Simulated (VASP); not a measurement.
A run of VASP 6.6.1 is set up as follows.

File INCAR:

```
PREC     = Accurate       # precision mode
ENCUT    = 520            # plane-wave cutoff, eV
EDIFF    = 1E-6           # SCF threshold, eV
ISMEAR   = -1             # smearing method
SIGMA    = 0.05           # smearing width, eV
LREAL    = F              # projectors in reciprocal space
LASPH    = T              # aspherical terms in the spheres
NELM     = 60             # most SCF steps
ALGO     = Fast           # electronic algorithm
ISIF     = 2              # what is computed and relaxed
LWAVE    = F              # write WAVECAR
LCHARG   = F              # write CHGCAR
NBANDS   = 22             # bands
```

Contents of KPOINTS:

```
regular mesh
0
Gamma
  8 8 3
```

Contents of POSCAR:

```
Na
1.0
    3.7248896839      0.0000000000      0.0000000000
   -1.8624448419      3.2258490925      0.0000000000
    0.0000000000      0.0000000000     12.6203525792
Na
4
Direct
    0.6666666667      0.3333333333      0.7500000000
    0.0000000000      0.0000000000      0.5000000000
    0.3333333333      0.6666666667      0.2500000000
    0.0000000000      0.0000000000      0.0000000000
```

Potentials or basis: VASP PAW LDA potentials, release 64 (Na_pv).

The run is started by

```sh
$ cat potpaw_LDA.64/Na_pv/POTCAR > POTCAR
$ mpirun -np 1 vasp_std > vasp.out
```

Task: Predict the band gap on the k mesh.

Result: Zero (bands 14 and 15 overlap by 3.40 eV).

Task: Estimate the pressure.

Result: -1.0 GPa.

Stress tensor (GPa, compression positive):
```
-0.67  0.00  0.00
 0.00 -0.67  0.00
 0.00  0.00 -1.56
```
